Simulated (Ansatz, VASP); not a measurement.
## Ga4Sb3As in VASP and in Ansatz

```
Ga Sb As
1.0
     6.09940    0.00000    0.00000
     0.00000    6.09940    0.00000
     0.00000    0.00000    6.09940
Ga Sb As
4 3 1
Direct
  0.75880 0.75880 0.75880
  0.75880 0.24120 0.24120
  0.24120 0.75880 0.24120
  0.24120 0.24120 0.75880
  0.50000 0.50000 0.00000
  0.50000 0.00000 0.50000
  0.00000 0.50000 0.50000
  0.00000 0.00000 0.00000
```

Alike in both runs: functional PBE; k mesh 6 × 6 × 6; occupations gaussian, width 0.1 eV; no spin polarisation.

Ansatz relaxed the structure, and its values are those at the end. VASP's run is a single point on that final structure, the one shown.

|  | VASP | Ansatz |
| --- | --- | --- |
| version | VASP 6.6.1 | Ansatz 0.2.0 |
| potentials or method | VASP PAW PBE potentials, release 64 (Ga_d, Sb, As), cutoff 520 eV | scalar-relativistic, plane waves, PAW |
| valence electrons in the cell | 72 | 112 |

|  | VASP | Ansatz | Ansatz less VASP |
| --- | --- | --- | --- |
| gap on the k mesh at the Fermi level (eV) | none | none | - |
| pressure (GPa) | 0.1 | 0.0 | -0.09 |

A gap of «none» marks a metal or a gap that the smearing closes. The functional is the same, so the differences come from potentials, cutoffs and numerics. VASP's potentials hold 72 valence electrons a cell and Ansatz's 112, so a difference there can come from the potentials and not from the codes.

Neither program's run includes spin-orbit coupling.
